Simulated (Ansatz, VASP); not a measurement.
**MoS in VASP and in Ansatz**

```
Mo S
1.0
     0.00000    2.47812    2.47812
     2.47812    0.00000    2.47812
     2.47812    2.47812    0.00000
Mo S
1 1
Direct
  0.00000 0.00000 0.00000
  0.50000 0.50000 0.50000
```

Alike in both runs: functional PBE; k mesh 20 × 20 × 20; occupations gaussian, width 0.1 eV; collinear spin.

Ansatz relaxed the structure, and its values are those at the end. VASP's run is a single point on that final structure, the one shown.

|  | VASP | Ansatz |
| --- | --- | --- |
| version | VASP 6.6.1 | Ansatz 0.2.0 |
| potentials or method | VASP PAW PBE potentials, release 64 (Mo_sv, S), cutoff 520 eV | scalar-relativistic, plane waves, PAW |
| valence electrons in the cell | 20 | 20 |

```tsv
	VASP	Ansatz	Ansatz less VASP
gap on the k mesh at the Fermi level (eV)	none	none	-
pressure (GPa)	0.1	0.0	-0.10
net moment per atom (μB)	0.00	0.00	0.000
```

A gap of «none» marks a metal or a gap that the smearing closes. With one functional, cell and mesh, what is left measures potentials, basis and numerics. Ansatz's warnings: seeded moment not kept.
